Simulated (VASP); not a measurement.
# Si2P (P-6m2) in VASP: further runs, part 2 of 2

VASP 6.6.1.

### Step 4. Relaxation of cell and atoms, PBE

This run uses another cell than the first one, of 14.48 Å³/atom, 0.810 times its volume.

INCAR reads:

```
  ALGO = Normal
  EDIFF = 1E-6
  EDIFFG = -0.01
  ENCUT = 600
  GGA = PE
  IBRION = 2
  ISIF = 3
  ISMEAR = 0
  LASPH = True
  LCHARG = False
  LREAL = False
  LWAVE = False
  NELM = 100
  NSW = 100
  PREC = Accurate
  SIGMA = 0.1
```

KPOINTS reads:

```
k-points
0
Gamma
  12 12 16
```

POSCAR reads:

```
Si2P
1.0
    4.2613941955      0.0000000000      0.0000000000
   -2.1306970978      3.6904756289      0.0000000000
    0.0000000000      0.0000000000      2.7617816105
Si P
2 1
Direct
    0.0000000000      0.0000000000      0.5000000000
    0.3333333333      0.6666666667      0.0000000000
    0.6666666667      0.3333333333      0.5000000000
```

Potentials or basis: VASP PAW PBE potentials, release 64 (Si, P).

Launch:

```sh
$ cat potpaw_PBE.64/Si/POTCAR potpaw_PBE.64/P/POTCAR > POTCAR
$ mpirun -np 1 vasp_std > vasp.out
```

OUTCAR:

```text
EDIFF = 1E-6
   EDIFFG = -0.01
   ENCUT = 600
   GGA = PE
   IBRION = 2
   ISIF = 3
   ISMEAR = 0
   LASPH = True
   LREAL = False
   NELM = 100
   NSW = 100
   PREC = Accurate

 ion  position               nearest neighbor table
   1  0.000  0.000  0.500-   3 2.46   3 2.46   3 2.46   2 2.82   2 2.82   2 2.82   2 2.82   2 2.82
                             2 2.82
   2  0.333  0.667  0.000-   3 2.82   3 2.82   1 2.82   1 2.82   3 2.82   3 2.82   1 2.82   1 2.82
                             1 2.82   1 2.82   3 2.82   3 2.82
   3  0.667  0.333  0.500-   1 2.46   1 2.46   1 2.46   2 2.82   2 2.82   2 2.82   2 2.82   2 2.82
                             2 2.82

  LATTYP: Found a hexagonal cell.
 ALAT       =     4.2613941955
 C/A-ratio  =     0.6480934370

  Lattice vectors:

 A1 = (   4.2613941955,   0.0000000000,   0.0000000000)
 A2 = (  -2.1306970978,   3.6904756289,   0.0000000000)
 A3 = (   0.0000000000,   0.0000000000,   2.7617816105)

Analysis of symmetry for initial positions (statically):
=====================================================================
 Subroutine PRICEL returns:
 Original cell was already a primitive cell.

 Routine SETGRP: Setting up the symmetry group for a
 hexagonal supercell.

 Subroutine GETGRP returns: Found 12 space group operations
 (whereof 12 operations were pure point group operations)
 out of a pool of 24 trial point group operations.

The static configuration has the point symmetry D_3h.

Analysis of symmetry for dynamics (positions and initial velocities):
=====================================================================
 Subroutine PRICEL returns:
 Original cell was already a primitive cell.

 Routine SETGRP: Setting up the symmetry group for a
 hexagonal supercell.

 Subroutine GETGRP returns: Found 12 space group operations
 (whereof 12 operations were pure point group operations)
 out of a pool of 24 trial point group operations.

The dynamic configuration has the point symmetry D_3h.

 Subroutine INISYM returns: Found 12 space group operations
 (whereof 12 operations are pure point group operations),
 and found     1 'primitive' translations

----------------------------------------------------------------------------------------

                                     Primitive cell

  volume of cell :      43.4334

  direct lattice vectors                    reciprocal lattice vectors
     4.261394196  0.000000000  0.000000000     0.234664984  0.135483892  0.000000000
    -2.130697098  3.690475629  0.000000000     0.000000000  0.270967783  0.000000000
     0.000000000  0.000000000  2.761781610     0.000000000  0.000000000  0.362085111

  length of vectors
     4.261394196  4.261394196  2.761781610     0.270967783  0.270967783  0.362085111

  position of ions in fractional coordinates (direct lattice)
     0.000000000  0.000000000  0.500000000
     0.333333333  0.666666667  0.000000000
     0.666666667  0.333333333  0.500000000

  ion indices of the primitive-cell ions
   primitive index   ion index
                 1           1
                 2           2
                 3           3

----------------------------------------------------------------------------------------

 KPOINTS: k-points

Automatic generation of k-mesh.
 Grid dimensions read from file:
[... 66 lines left out ...]
   LREAL  =      F    real-space projection
   EDIFFG = -.1E-01   stopping-criterion for IOM
   NSW    =    100    number of steps for IOM
   IBRION =      2    ionic relax: 0-MD 1-quasi-New 2-CG
   NFREE  =      1    steps in history (QN), initial steepest desc. (CG)
   ISIF   =      3    stress and relaxation
   ISYM   =      2    0-nonsym 1-usesym 2-fastsym
   POTIM  = 0.5000    time-step for ionic-motion
   TEBEG  =    0.0;   TEEND  =   0.0 temperature during run
   PSTRESS=    0.0 pullay stress
   NELECT =      13.0000    total number of electrons
   NUPDOWN=      -1.0000    fix difference up-down
   EMIN   =  10.00;   EMAX   =-10.00  energy-range for DOS
   EFERMI =   0.00;   METHOD = LEGACY
   ISMEAR =     0;   SIGMA  =   0.10  broadening in eV -4-tet -1-fermi 0-gaus
   EFERMI_NEDOS =   21; number of points for ismear=-14 and -15
   IALGO  =     38    algorithm
   IMIX   =      4    mixing-type and parameters
     AMIX     =   0.40;   BMIX     =  1.00
     AMIX_MAG =   1.60;   BMIX_MAG =  1.00
  volume/ion in A,a.u.               =      14.48        97.70
  Fermi-wavevector in a.u.,A,eV,Ry     =   1.095086  2.069412 16.316283  1.199213
  Thomas-Fermi vector in A             =   2.231403
   LORBIT       =      0    0 simple, 1 ext, 2 COOP (PROOUT), +10 PAW based schemes
   GGA     = PE    functional components
   LHFCALC =     F    Hartree Fock is set to
   AEXX    =    0.0000 exact exchange contribution
   IVDW    =     0    specifies the selected vdW correction
   LEPSILON=     F    determine dielectric tensor
   LRPA    =     F    only Hartree local field effects (RPA)
 conjugate gradient relaxation of ions
 non-spin polarized calculation
 Gauss-broadening in eV      SIGMA  =   0.10
  energy-cutoff  :      600.00
  volume of cell :       43.43
 maximum number of plane-waves:      1470
 NGX is ok and might be reduce to    36
   NGX = 17   NGY = 17   NGZ = 11

--------------------------------------- Ionic step        1  -------------------------------------------

 number of electron      13.0000000 magnetization

 Free energy of the ion-electron system (eV)
  ---------------------------------------------------
  ext. energy  EPLUGINS =         0.00000000
  ---------------------------------------------------
  free energy    TOTEN  =       -14.57541005 eV

  energy without entropy =      -14.56853116  energy(sigma->0) =      -14.57197060

------------------------ aborting loop because EDIFF is reached ----------------------------------------

  FORCE on cell =-STRESS in cart. coord.  units (eV):
  Direction    XX          YY          ZZ          XY          YZ          ZX
  --------------------------------------------------------------------------------------
  -------------------------------------------------------------------------------------
  Total        0.4664533      0.4664533     -0.7195148     -0.0000000      0.0000000      0.0000000
  in kB       17.2066117     17.2066117    -26.5415911     -0.0000000      0.0000000      0.0000000
  external PRESSURE =       2.6238774 kB  Pullay stress =       0.0000000 kB
[... 92 lines left out ...]
  FREE ENERGIE OF THE ION-ELECTRON SYSTEM (eV)
  ---------------------------------------------------
  free  energy   TOTEN  =       -14.6422159997 eV

  energy  without entropy=      -14.6361072848  energy(sigma->0) =      -14.63916164

 E-fermi :  10.1573     XC(G=0): -11.3032

 val. band max:       10.1552640767   @ k =   0.5000   0.0000   0.0000
 cond. band min:      10.1575071838   @ k =   0.5000   0.0000   0.4375
 fundamental gap:      0.0022431071
 Fermi energy:        10.1573371782

 k-point     1 :       0.0000    0.0000    0.0000
  band No.  band energies     occupation
      1      -5.2355      2.00000
      2       2.1821      2.00000
      3       4.4646      2.00000
      4       4.5403      2.00000
      5       4.5403      2.00000
      6       5.5864      2.00000
      7       5.5864      2.00000
      8      15.5743      0.00000
      9      17.9097      0.00000
     10      19.0805      0.00000
[... 287 lines left out ...]
 k-point    24 :       0.3333    0.0000    0.0625
  band No.  band energies     occupation
      1      -4.2013      2.00000
      2      -0.8100      2.00000
      3       2.0448      2.00000
      4       3.0637      2.00000
      5       7.9395      2.00000
      6       9.1914      2.00000
      7      11.6345      0.00000
      8      13.6552      0.00000
      9      14.8439      0.00000
     10      14.9440      0.00000

 [... further k-points ...]

[... ionic steps 4 to 9 ...]

--------------------------------------- Ionic step       10  -------------------------------------------

 number of electron      13.0000000 magnetization

------------------------ aborting loop because EDIFF is reached ----------------------------------------
[... 69 lines left out ...]
--------------------------------------- Ionic step       12  -------------------------------------------

 number of electron      13.0000000 magnetization

 Free energy of the ion-electron system (eV)
  ---------------------------------------------------
  ext. energy  EPLUGINS =         0.00000000
  ---------------------------------------------------
  free energy    TOTEN  =       -14.67828923 eV

  energy without entropy =      -14.67327650  energy(sigma->0) =      -14.67578287

 E-fermi :   9.9373     XC(G=0): -11.2446

 val. band max:        9.9369103368   @ k =   0.0000   0.0000   0.5000
 cond. band min:       9.9388283821   @ k =   0.3333   0.2500   0.3125
 fundamental gap:      0.0019180453
 Fermi energy:         9.9373235923

 k-point     1 :       0.0000    0.0000    0.0000
  band No.  band energies     occupation
      1      -5.2876      2.00000
      2       2.1351      2.00000
      3       4.4096      2.00000
      4       4.4655      2.00000
      5       4.4655      2.00000
      6       5.5155      2.00000
      7       5.5155      2.00000
      8      14.9506      0.00000
      9      17.4390      0.00000
     10      18.9110      0.00000
[... 329 lines left out ...]
  FREE ENERGIE OF THE ION-ELECTRON SYSTEM (eV)
  ---------------------------------------------------
  free  energy   TOTEN  =       -14.6782892333 eV

  energy  without entropy=      -14.6732764994  energy(sigma->0) =      -14.67578287

 reached required accuracy - stopping structural energy minimisation
```

CONTCAR:

```text
Si2P
   1.00000000000000
     4.4708246991651501   -0.0000000000027912   -0.0000000000000000
    -2.2354123496374503    3.8718477654111640    0.0000000000000000
     0.0000000000000000    0.0000000000000000    2.5273181494321668
  Si              P
     2     1
Direct
     0.0000000000000000    0.0000000000000000    0.5000000000000000
     0.3333333332999970    0.6666666667000030    0.0000000000000000
     0.6666666667000030    0.3333333332999970    0.5000000000000000

  0.00000000E+00  0.00000000E+00  0.00000000E+00
  0.00000000E+00  0.00000000E+00  0.00000000E+00
  0.00000000E+00  0.00000000E+00  0.00000000E+00
```

Wall time 4.3 min (1 thread of Intel Xeon Platinum 8488C (Sapphire Rapids), shared host); peak memory 0.24 GiB.

Results:

| Quantity | Value |
| --- | --- |
| Free energy | -14.6783 eV |
| Relaxed volume | 14.58 Å³/atom |
| Relaxed cell | a = 4.471 Å, b = 4.471 Å, c = 2.527 Å, α = 90.00°, β = 90.00°, γ = 120.00° |
| Space group after relaxing (to 0.05 Å) | P-6m2 (No. 187) |
| Energy gained by relaxing | 34.3 meV/atom |
| Ionic steps | 12 |
| Pressure after relaxing | 0.0 GPa |

The path:
| step | energy change (eV) | largest force (eV/Å) | pressure (GPa) | volume (Å³) |
| --- | --- | --- | --- | --- |
| 1 | 0.0000 | 0.0000 | 0.26 | 43.43 |
| 2 | -0.0149 | 0.0000 | -0.24 | 43.58 |
| 3 | -0.0668 | 0.0000 | -0.90 | 43.95 |
| 4 | -0.0581 | 0.0000 | 0.20 | 44.39 |
| 5 | -0.0980 | 0.0000 | -1.03 | 44.17 |
| 6 | -0.0969 | 0.0000 | -0.69 | 44.28 |
| 7 | -0.1014 | 0.0000 | -0.95 | 44.22 |
| 8 | -0.1015 | 0.0000 | -0.92 | 44.23 |
| 9 | -0.0960 | 0.0000 | 1.63 | 43.12 |
| 10 | -0.1023 | 0.0000 | -0.26 | 43.93 |
| 11 | -0.1027 | 0.0000 | 0.15 | 43.65 |
| 12 | -0.1029 | 0.0000 | -0.01 | 43.75 |

Final structure:
```yaml
crystal:
  lattice:
    - [4.47082, 0.00000, 0.00000]
    - [-2.23541, 3.87185, 0.00000]
    - [0.00000, 0.00000, 2.52732]
  atoms:
    - { symbol: Si, position: [0.00000, 0.00000, 0.50000] }
    - { symbol: Si, position: [0.33333, 0.66667, 0.00000] }
    - { symbol: P, position: [0.66667, 0.33333, 0.50000] }
```

### Step 5. The runs side by side

```tsv
task	cell	k mesh	cutoff (eV)	gap on the mesh (eV)	pressure (GPa)
single point	a = 4.661, b = 4.661, c = 2.851 Å, angles 90.0, 90.0, 120.0°, 3 atoms	6 × 6 × 6	520	none	-12.0
single point	a = 4.472, b = 4.472, c = 2.528 Å, angles 90.0, 90.0, 120.0°, 3 atoms	12 × 12 × 16	520	none	-0.1
relaxation of cell and atoms	relaxed from a = 4.261, b = 4.261, c = 2.762 Å, angles 90.0, 90.0, 120.0°, 3 atoms	12 × 12 × 16	600	none	0.0
```

Alike in all rows: level PBE; potentials or basis VASP PAW PBE potentials, release 64 (Si, P); no spin polarisation; smearing gaussian 0.1 eV.

Caveats: some runs use coarse meshes.

Total energies depend on the potentials used, so only differences within one code and one set of settings carry meaning.
